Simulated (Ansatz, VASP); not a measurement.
**One calculation of MgO, two programs**

```
Mg O
1.0
     0.00000    2.10217    2.10217
     2.10217    0.00000    2.10217
     2.10217    2.10217    0.00000
Mg O
1 1
Direct
  0.00000 0.00000 0.00000
  0.50000 0.50000 0.50000
```

Alike in both runs: task single point; functional r2SCAN; k mesh 10 × 10 × 10; no spin polarisation.

|  | VASP | Ansatz |
| --- | --- | --- |
| version | VASP 6.6.1 | Ansatz 0.2.0 |
| potentials or method | VASP PAW PBE potentials, release 64 (Mg_sv, O) | plane waves, PAW |
| plane-wave cutoff (eV) | 750 | 500 |
| occupations | gaussian, width 0.01 eV | fixed |
| valence electrons in the cell | 16 | 16 |

Ansatz gave:

| Item | Value |
| --- | --- |
| gap on the k mesh at the Fermi level (eV) | 5.68 |
| pressure (GPa) | 0.0 |

**Question.** What did VASP give for the same quantities?

**Answer.** gap on the k mesh at the Fermi level (eV): 5.70; pressure (GPa): 0.0.

VASP's potentials were made for PBE, not for r2SCAN.
